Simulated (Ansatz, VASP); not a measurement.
## One calculation of WS2, two programs

The input INCAR:

```
  PREC = Accurate
  ENCUT = 520
  EDIFF = 1E-7
  ISMEAR = 0
  SIGMA = 0.05
  LREAL = F
  LASPH = T
  NELM = 80
  ALGO = Normal
  ISIF = 2
  LWAVE = F
  LCHARG = F
  LDIPOL = T
  IDIPOL = 3
  DIPOL = 0.5 0.5 0.398
  GGA = PE
  IVDW = 12
  NBANDS = 35
```

Contents of KPOINTS:

```
Automatic mesh
0
Gamma
  9 9 1
```

File POSCAR:

```
WS2
1.0
    3.1595456749      0.0000000000      0.0000000000
   -1.5797728375      2.7362468188      0.0000000000
    0.0000000000      0.0000000000     23.8042574588
S W
4 2
Direct
    0.3333333333      0.6666666667      0.1890418135
    0.3333333333      0.6666666667      0.3214605094
    0.3333333333      1.0000000000      0.4743743319
    0.3333333333      1.0000000000      0.6067930278
    0.6666666667      0.3333333333      0.2552511583
    0.6666666667      0.6666666667      0.5405836767
```

Input for Ansatz:

```yaml
crystal:
  lattice:
    - [3.1595456749, 0.0, 0.0]
    - [-1.5797728375, 2.7362468188, 0.0]
    - [0.0, 0.0, 23.8042574588]
  atoms:
    - { symbol: S, position: [0.3333333333, 0.6666666667, 0.1890418135] }
    - { symbol: W, position: [0.6666666667, 0.3333333333, 0.2552511583] }
    - { symbol: S, position: [0.3333333333, 0.6666666667, 0.3214605094] }
    - { symbol: S, position: [0.3333333333, 1.0, 0.4743743319] }
    - { symbol: W, position: [0.6666666667, 0.6666666667, 0.5405836767] }
    - { symbol: S, position: [0.3333333333, 1.0, 0.6067930278] }
basis:
  ecutwfc: 420
kpoints:
  mp_grid: { grid: [9, 9, 1] }
hamiltonian:
  xc: pbe
  pseudopotentials: { kind: paw, azcp: { folder: soft_1 } }
  dispersion: d3bj
scf:
  occupations: { method: gaussian, width: 0.05 }
output:
  forces: true
  eigenvalues: true
efield:
  axis: 3
  dipole_correction: true
  ramp_width: 0.04
```

Alike in both runs: task single point; functional PBE; dispersion D3(BJ); k mesh 9 × 9 × 1; occupations gaussian, width 0.05 eV; no spin polarisation.

```csv
,VASP,Ansatz
version,VASP 6.6.1,Ansatz 0.2.0
potentials or method,"VASP PAW PBE potentials, release 64 (S, W_sv), cutoff 520 eV","scalar-relativistic, plane waves, PAW"
valence electrons in the cell,52,52
```

```tsv
	VASP	Ansatz	Ansatz less VASP
gap on the k mesh at the Fermi level (eV)	1.81	1.80	-0.014
least direct gap on the mesh (eV)	1.91	1.91	-0.003
rms of the force components (eV/Å)	0.023	0.023	-0.0005
```

Neither program's run includes spin-orbit coupling.
